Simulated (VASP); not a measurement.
Here is a VASP 6.6.1 calculation.

The input POSCAR:

```
Ta
1.0
    2.9003720726      0.0000000000      0.0000000000
   -1.4501860363      2.5117958953      0.0000000000
    0.0000000000      0.0000000000      5.2695994800
Ta
2
Direct
    0.6666666667      0.3333333333      0.7500000000
    0.3333333333      0.6666666667      0.2500000000
```

File INCAR.step1:

```
SYSTEM = Ta
ALGO     = Normal         ! electronic algorithm
EDIFF    = 1E-4           ! SCF threshold, eV
ENCUT    = 520            ! plane-wave cutoff, eV
GGA      = PE             ! functional
ISMEAR   = 0              ! smearing method
LASPH    = .TRUE.         ! aspherical terms in the spheres
LCHARG   = .FALSE.        ! write CHGCAR
LREAL    = .FALSE.        ! projectors in reciprocal space
LWAVE    = .TRUE.         ! write WAVECAR
NBANDS   = 18             ! bands
NELM     = 80             ! most SCF steps
PREC     = Accurate       ! precision mode
SIGMA    = 0.15           ! smearing width, eV
```

File INCAR.step2:

```
SYSTEM = Ta
ALGO     = Normal         ! electronic algorithm
EDIFF    = 1E-6           ! SCF threshold, eV
ENCUT    = 520            ! plane-wave cutoff, eV
ISIF     = 2              ! what is computed and relaxed
ISMEAR   = 0              ! smearing method
ISTART   = 1            
LASPH    = .TRUE.         ! aspherical terms in the spheres
LCHARG   = .FALSE.        ! write CHGCAR
LMIXTAU  = .TRUE.       
LREAL    = .FALSE.        ! projectors in reciprocal space
LWAVE    = .FALSE.        ! write WAVECAR
METAGGA  = R2SCAN         ! meta-GGA
NBANDS   = 18             ! bands
NELM     = 80             ! most SCF steps
PREC     = Accurate       ! precision mode
SIGMA    = 0.15           ! smearing width, eV
```

The input KPOINTS:

```
k-points
0
G
  18 18 10
  0 0 0
```

Potentials or basis: VASP PAW PBE potentials, release 64 (Ta_pv).

Run with:

```sh
$ cat potpaw_PBE.64/Ta_pv/POTCAR > POTCAR
$ cp INCAR.step1 INCAR
$ mpirun -np 1 vasp_std > vasp.out
$ cp INCAR.step2 INCAR
$ mpirun -np 1 vasp_std > vasp.out
```

**Question.** Predict the band gap on the k mesh.

**Answer.** Zero (band 11 reaches 6.65 eV, above the bottom of band 12 at 4.51 eV).

**Question.** Estimate the pressure.

**Answer.** -6.1 GPa.

Stress tensor (GPa, compression positive):
```
-4.68  0.00  0.00
 0.00 -4.68  0.00
 0.00  0.00 -8.99
```

Caveat: the cell differs from its parent crystal (strain +0.0200 x Voigt [0, 0, 1, 0, 0, 0]); the PAW data sets were made with another functional, which shifts forces and pressure a little; spin-orbit coupling is left out, which moves the levels of the heavy elements.
